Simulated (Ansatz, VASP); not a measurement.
MnRh in VASP and in Ansatz

```
Mn Rh
1.0
     2.95395    0.00000    0.00000
     0.00000    2.95395    0.00000
     0.00000    0.00000    2.95395
Mn Rh
1 1
Cartesian
  0.0000 0.0000 0.0000
  1.4770 1.4770 1.4770
```

Alike in both runs: functional LDA; k mesh 14 × 14 × 14; occupations gaussian, width 0.1 eV; collinear spin.

Ansatz relaxed the structure, and its values are those at the end. VASP's run is a single point on that final structure, the one shown.

|  | VASP | Ansatz |
| --- | --- | --- |
| version | VASP 6.6.1 | Ansatz 0.2.0 |
| potentials or method | VASP PAW LDA potentials, release 64 (Mn_pv, Rh_pv), cutoff 500 eV | scalar-relativistic, plane waves, PAW |
| valence electrons in the cell | 28 | 32 |

|  | VASP | Ansatz | Ansatz less VASP |
| --- | --- | --- | --- |
| gap on the k mesh at the Fermi level (eV) | none | none | - |
| pressure (GPa) | -0.2 | 0.0 | +0.20 |
| net moment per atom (μB) | 1.97 | 1.98 | +0.019 |
| size of the moment on the site where the two differ most (μB) | 3.19 | 3.21 | +0.012 |

LDA's correlation is that of Perdew and Zunger in VASP and of Perdew and Wang (1992) in Ansatz. Site moments also hang on the region over which each program counts them. A gap of «none» marks a metal or a gap that the smearing closes. VASP's potentials hold 28 valence electrons a cell and Ansatz's 32, so a difference there can come from the potentials and not from the codes.
